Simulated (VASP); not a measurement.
Input of a VASP 6.6.1 run:

INCAR

```
SYSTEM = Zr
  PREC = Accurate
  ENCUT = 520
  EDIFF = 1E-7
  ISMEAR = -1
  SIGMA = 0.08
  LREAL = .False.
  LASPH = .True.
  NELM = 100
  ALGO = Normal
  ISIF = 2
  LWAVE = .False.
  LCHARG = .False.
  NBANDS = 19
```

File KPOINTS:

```
Automatic mesh
0
Gamma
  12 12 12
  0 0 0
```

File POSCAR:

```
Zr
1.0
    0.0000000000      2.6601526948      2.6601526948
    2.6601526948      0.0000000000      2.6601526948
    2.6601526948      2.6601526948      0.0000000000
Zr
2
Direct
   -0.1250000000     -0.1250000000     -0.1250000000
    0.1250000000      0.1250000000      0.1250000000
```

Potentials or basis: VASP PAW LDA potentials, release 64 (Zr_sv).

Launch:

```sh
$ cat potpaw_LDA.64/Zr_sv/POTCAR > POTCAR
$ mpirun -np 1 vasp_std > vasp.out
```

(1) Predict the pressure.

(2) What does it give for the band gap on the k mesh?

Answers

(1) 38.2 GPa.

(2) zero (band 12 reaches 12.06 eV, above the bottom of band 13 at 10.13 eV).
